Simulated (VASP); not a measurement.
Here is a VASP 6.6.1 calculation.

File INCAR:

```
SYSTEM = WSe2
PREC = Accurate ; ENCUT = 520
EDIFF = 1E-6 ; ISMEAR = 0
SIGMA = 0.05 ; LREAL = .False.
LASPH = .True. ; NELM = 80
ALGO = Normal ; ISIF = 2
LWAVE = .False. ; LCHARG = .False.
NBANDS = 20
```

File KPOINTS:

```
Automatic mesh
0
Gamma
  12 12 2
  0 0 0
```

POSCAR

```
WSe2
1.0
    3.3179375931      0.0000000000      0.0000000000
   -1.6589687966      2.8734182438      0.0000000000
    0.0000000000      0.0000000000     16.6581424200
W Se
1 2
Direct
    0.0000000000      0.0000000000      0.0000000000
    0.3333333333      0.6666666667      0.0997865200
    0.3333333333      0.6666666667      0.9002134800
```

Potentials or basis: VASP PAW LDA potentials, release 64 (W_sv, Se).

The run is started by

```sh
$ cat potpaw_LDA.64/W_sv/POTCAR potpaw_LDA.64/Se/POTCAR > POTCAR
$ mpirun -np 1 vasp_std > vasp.out
```

Question: Estimate the largest force.

Answer: 0.329 eV/Å.

Question: Estimate the band gap on the k mesh.

Answer: 1.52 eV, direct.

Forces on the atoms (eV/Å):
```
W    0.000  0.000  0.000
Se   0.000  0.000 -0.329
Se   0.000  0.000  0.329
```

Caveat: spin-orbit coupling is left out, which moves the levels of the heavy elements.
